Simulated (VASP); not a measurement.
Crystal: Li.

```
Li
1.0
     3.11100    0.00000    0.00000
    -1.55550    2.69421    0.00000
     0.00000    0.00000    5.09300
Li
2
Direct
  0.66667 0.33333 0.75000
  0.33333 0.66667 0.25000
```

This isn't the form of Li at room conditions, which is bcc.

```yaml
Program: VASP 6.6.1
Task: relaxation of cell and atoms
Functional: PBEsol
Potentials_or_basis: VASP PAW PBE potentials, release 64 (Li_sv)
Cutoff: 600 eV
k_mesh: 10 × 10 × 5
Occupations: fermi-dirac, width 0.05 eV
Spin: no spin polarisation
```

At the start: pressure -0.8 GPa; volume 21.34 Å³/atom.

Task: How do energy, volume and symmetry change on relaxing?

Result: Over 4 steps the energy falls by 3.8 meV/atom and the volume is 19.93 Å³/atom (-6.6 %); space group P6_3/mmc (No. 194, to 0.1 Å) before and after.

Step by step:
```csv
step,energy change (eV),largest force (eV/Å),pressure (GPa),volume (Å³)
1,0.0000,0.0000,-0.82,42.69
2,-0.0031,0.0000,-0.64,42.02
3,-0.0076,0.0000,-0.06,40.06
4,-0.0076,0.0000,0.00,39.86
```

Final structure:
```
CELL_PARAMETERS angstrom
3.04644 0.00000 0.00000
-1.52322 2.63829 0.00000
0.00000 0.00000 4.95957
ATOMIC_POSITIONS crystal
Li 0.66667 0.33333 0.75000
Li 0.33333 0.66667 0.25000
```

Caveat: the cutoff is under 1.25 times the usual one of these potentials, so pressure, stress and relaxed cells hold a basis-set (Pulay) error; the PAW data sets were made with another functional, which shifts forces and pressure a little.
